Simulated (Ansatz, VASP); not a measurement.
**Fe in VASP and in Ansatz**

```
Fe
1.0
     1.69241   -1.69257    0.00000
     1.69241    1.69257    0.00000
     0.00000    0.00000    3.55058
Fe
2
Direct
  0.50000 0.50000 0.50000
  0.00000 0.00000 0.00000
```

Alike in both runs: functional PBEsol; k mesh 14 × 14 × 10; occupations fermi-dirac, width 0.05 eV; collinear spin.

Ansatz relaxed the structure, and its values are those at the end. VASP's run is a single point on that final structure, the one shown.

|  | VASP | Ansatz |
| --- | --- | --- |
| version | VASP 6.6.1 | Ansatz 0.2.0 |
| potentials or method | VASP PAW PBE potentials, release 64 (Fe_sv) | PAW with Ansatz's default frozen-core files, scalar-relativistic |
| plane-wave cutoff (eV) | 600 | 420 |
| valence electrons in the cell | 32 | 32 |

```csv
,VASP,Ansatz,Ansatz less VASP
pressure (GPa),-4.0,0.0,+4.01
net moment per atom (μB),0.00,0.00,0.000
size of the moment on the site where the two differ most (μB),1.18,1.20,+0.028
```

VASP's potentials were made for PBE, not for PBEsol. Site moments also hang on the region over which each program counts them. One of these differences is far larger than is usual between the two programs; its cause wasn't traced. The functional is the same, so the differences come from potentials, cutoffs and numerics.
